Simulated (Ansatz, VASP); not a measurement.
**NaF in VASP and in Ansatz**

The input INCAR:

```
SYSTEM = NaF
PREC = Accurate
ENCUT = 520
EDIFF = 1E-6
ISMEAR = 0
SIGMA = 0.01
LREAL = .False.
LASPH = .True.
NELM = 100
ALGO = Normal
ISIF = 2
LWAVE = .False.
LCHARG = .False.
GGA = PS
NBANDS = 14
```

File KPOINTS:

```
Automatic mesh
0
Gamma
  8 8 8
  0 0 0
```

POSCAR

```
NaF
1.0
    2.2687942266      2.2687942266      0.0000000000
   -2.2687942266      2.2687942266      0.0000000000
    0.0000000000      2.2687942266      2.3362064871
Na F
1 1
Direct
    0.0000000000      0.0000000000      0.0000000000
    0.5000000000      0.5000000000      0.0000000000
```

Input for Ansatz:

```yaml
crystal:
  lattice:
    - [2.26879422665, 2.26879422665, 0.0]
    - [-2.26879422665, 2.26879422665, 0.0]
    - [0.0, 2.26879422665, 2.33620648711]
  atoms:
    - { symbol: Na, position: [0.0, 0.0, 0.0] }
    - { symbol: F, position: [0.5, 0.5, 0.0] }
kpoints:
  mp_grid: { grid: [8, 8, 8] }
scf:
  occupations: { method: fixed }
  convergence: { dr2_threshold: 1.0e-10 }
hamiltonian:
  xc: pbesol
  pseudopotentials: { kind: all_electron, lapw: { basis_error: 0.0005 } }
output:
  forces: true
  stress: true
  eigenstates:
    kpoints:
      - [0.0, 0.0, 0.0]
      - [-0.5, -0.5, -0.5]
      - [-0.5, 0.5, 0.0]
      - [0.0, 0.0, -0.5]
      - [0.0, -0.5, -0.5]
      - [0.0, 0.5, 0.0]
      - [-0.5, 0.0, 0.0]
      - [-0.5, 0.0, -0.5]
  eigenvalues: true
```

Change from the starting cell: film at in-plane strain -0.02.

Alike in both runs: task single point; functional PBEsol; k mesh 8 × 8 × 8; no spin polarisation.

```csv
,VASP,Ansatz
version,VASP 6.6.1,Ansatz 0.2.0
potentials or method,"VASP PAW PBE potentials, release 64 (Na_pv, F), cutoff 520 eV","all-electron LAPW, scalar-relativistic"
occupations,"gaussian, width 0.01 eV",fixed
```

Ansatz gave:

```
gap on the k mesh at the Fermi level (eV)                     : 6.35
pressure (GPa)                                                : 1.7
traceless stress, the component that is largest in VASP (GPa) : -1.75
```

**Question.** Which values does VASP return?

**Answer.** gap on the k mesh at the Fermi level (eV): 6.34; pressure (GPa): 1.7; traceless stress, the component that is largest in VASP (GPa): -1.82.

VASP's potentials were made for PBE, not for PBEsol. Ansatz ran all-electron here, and VASP with PAW potentials.
